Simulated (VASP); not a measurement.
A run of VASP 6.6.1 is set up as follows.

INCAR

```
SYSTEM = SnS
PREC = Accurate
ENCUT = 450
EDIFF = 1E-7
ISMEAR = 0
SIGMA = 0.01
LREAL = .FALSE.
LASPH = .TRUE.
NELM = 120
ALGO = Normal
ISIF = 2
LWAVE = .FALSE.
LCHARG = .FALSE.
GGA = PE
IBRION = 2
NSW = 100
EDIFFG = -0.03
ISYM = 0
GGA_COMPAT = .FALSE.
NELMIN = 4
```

The input KPOINTS:

```
Automatic mesh
0
Gamma
  1 2 2
  0.25 0.25 0.25
```

The input POSCAR:

```
SnS
1.0
   11.4573676800      0.0000000000      0.0000000000
    0.0000000000      4.0242540550      0.0000000000
    0.0000000000      0.0000000000      4.4524883600
Sn S
4 4
Direct
    0.6217853700      0.2500000000      0.3703933400
    0.3782146300      0.7500000000      0.6296066600
    0.8782146300      0.7500000000      0.8703933400
    0.1217853700      0.2500000000      0.1296066600
    0.3498129500      0.2500000000      0.0223221800
    0.6501870500      0.7500000000      0.9776778200
    0.1501870500      0.7500000000      0.5223221800
    0.8498129500      0.2500000000      0.4776778200
```

Potentials or basis: VASP PAW PBE potentials, release 64 (Sn_d, S).

Launch:

```bash
$ cat potpaw_PBE.64/Sn_d/POTCAR potpaw_PBE.64/S/POTCAR > POTCAR
$ mpirun -np 1 vasp_std > vasp.out
```

**Question.** Predict the energy gained by relaxing.

**Answer.** 0.0 meV/atom.

**Question.** What does it give for the band gap on the k mesh?

**Answer.** 1.88 eV (least direct gap 2.11 eV).

Final structure:
```cif
data_structure
_symmetry_space_group_name_H-M 'P 1'
_symmetry_Int_Tables_number 1
_cell_length_a 11.4574
_cell_length_b 4.0243
_cell_length_c 4.4525
_cell_angle_alpha 90.000
_cell_angle_beta 90.000
_cell_angle_gamma 90.000
_cell_volume 205.29
loop_
_atom_site_label
_atom_site_type_symbol
_atom_site_fract_x
_atom_site_fract_y
_atom_site_fract_z
_atom_site_occupancy
Sn1 Sn 0.62170 0.25000 0.37070 1
Sn2 Sn 0.37830 0.75000 0.62930 1
Sn3 Sn 0.87830 0.75000 0.87070 1
Sn4 Sn 0.12170 0.25000 0.12930 1
S1 S 0.34979 0.25000 0.02268 1
S2 S 0.65021 0.75000 0.97732 1
S3 S 0.15021 0.75000 0.52268 1
S4 S 0.84979 0.25000 0.47732 1
```

Caveat: spin-orbit coupling is left out, which moves the levels of the heavy elements; a shifted mesh leaves out Γ, where band edges can lie. A k mesh can miss the band edges.
